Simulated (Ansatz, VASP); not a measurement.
## BN in VASP and in Ansatz

INCAR

```
SYSTEM = BN
  PREC = Accurate
  ENCUT = 520
  EDIFF = 1E-7
  ISMEAR = 0
  SIGMA = 0.05
  LREAL = .False.
  LASPH = .True.
  NELM = 100
  ALGO = Normal
  ISIF = 2
  LWAVE = .False.
  LCHARG = .False.
  GGA = PE
  IVDW = 12
  NBANDS = 16
```

Contents of KPOINTS:

```
regular mesh
0
Gamma
  12 12 4
  0 0 0
```

Contents of POSCAR:

```
BN
1.0
    2.5064381059      0.0000000000      0.0000000000
   -1.2532190530      2.1706390727      0.0000000000
    0.0000000000      0.0000000000      6.6168468515
B N
2 2
Direct
    0.3333333333      0.6666666667      0.2500000000
    0.6666666667      0.3333333333      0.7500000000
    0.4024374059      0.8048748118      0.7500000000
    0.6666666667      0.3333333333      0.2500000000
```

Input for Ansatz:

```yaml
crystal:
  lattice:
    - [2.5064381059, 0.0, 0.0]
    - [-1.253219053, 2.1706390727, 0.0]
    - [0.0, 0.0, 6.6168468515]
  atoms:
    - { symbol: B, position: [0.3333333333, 0.6666666667, 0.25] }
    - { symbol: B, position: [0.6666666667, 0.3333333333, 0.75] }
    - { symbol: "N", position: [0.4024374059, 0.8048748118, 0.75] }
    - { symbol: "N", position: [0.6666666667, 0.3333333333, 0.25] }
basis:
  ecutwfc: 420
kpoints:
  mp_grid: { grid: [12, 12, 4] }
hamiltonian:
  xc: pbe
  dispersion: d3bj
scf:
  occupations: { method: gaussian, width: 0.05 }
output:
  forces: true
  stress: true
  eigenvalues: true
```

Alike in both runs: task single point; functional PBE; dispersion D3(BJ); k mesh 12 × 12 × 4; occupations gaussian, width 0.05 eV; no spin polarisation.

|  | VASP | Ansatz |
| --- | --- | --- |
| version | VASP 6.6.1 | Ansatz 0.2.0 |
| potentials or method | VASP PAW PBE potentials, release 64 (B, N), cutoff 520 eV | scalar-relativistic, plane waves, PAW |
| valence electrons in the cell | 16 | 16 |

```csv
,VASP,Ansatz,Ansatz less VASP
gap on the k mesh at the Fermi level (eV),2.35,2.36,+0.015
least direct gap on the mesh (eV),3.86,3.87,+0.010
pressure (GPa),24.2,23.9,-0.26
"traceless stress, the component that is largest in VASP (GPa)",50.53,49.82,-0.712
rms of the force components (eV/Å),8.940,8.856,-0.0847
```

Atom by atom the forces differ by 0.085 eV/Å (rms over components).
